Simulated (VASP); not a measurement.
Set up this calculation in VASP 6.6.1, as the native input.

- Task: single point
- Functional: PBEsol
- Potentials or basis: VASP PAW PBE potentials, release 64 (Al, Cu)
- Cutoff: 520 eV
- k mesh: 12 × 12 × 10
- Occupations: gaussian, width 0.15 eV
- Spin: no spin polarisation
- Dipole correction: no
- Further INCAR settings: ALGO = Fast; EDIFF = 1e-06; NBANDS = 24

The structure of Al3Cu2 lies in POSCAR:

```
Al3Cu2
1.0
    4.2215431694      0.0000000000      0.0000000000
   -2.1107715847      3.6559636279      0.0000000000
    0.0000000000      0.0000000000      4.9821008425
Al Cu
3 2
Direct
    0.0000000000      0.0000000000      0.0000000000
    0.3333333333      0.6666666667      0.3515059809
    0.6666666667      0.3333333333      0.6484940191
    0.3333333333      0.6666666667      0.8422899817
    0.6666666667      0.3333333333      0.1577100183
```

This cell differs from its parent crystal: strain +0.0300 x Voigt [1, 1, 0, 0, 0, 0].

The input as run:

INCAR

```
SYSTEM = Al3Cu2
ALGO = Fast
EDIFF = 1E-6
ENCUT = 520
GGA = PS
ISIF = 2
ISMEAR = 0
LASPH = .TRUE.
LCHARG = .FALSE.
LREAL = .FALSE.
LWAVE = .FALSE.
NBANDS = 24
NELM = 80
PREC = Accurate
SIGMA = 0.15
```

KPOINTS

```
k-points
0
G
  12 12 10
  0 0 0
```

Potentials or basis: VASP PAW PBE potentials, release 64 (Al, Cu).

Command:

```sh
$ cat potpaw_PBE.64/Al/POTCAR potpaw_PBE.64/Cu/POTCAR > POTCAR
$ mpirun -np 1 vasp_std > vasp.out
```

It gave:

The pressure is -5.1 GPa and the largest force is 0.090 eV/Å.

Caveat: the cell differs from its parent crystal (strain +0.0300 x Voigt [1, 1, 0, 0, 0, 0]); the PAW data sets were made with another functional, which shifts forces and pressure a little.

Wall time 2.8 min on 1 thread of Intel(R) Xeon(R) 6975P-C (Granite Rapids), with other jobs on the host, peak memory 0.38 GiB.
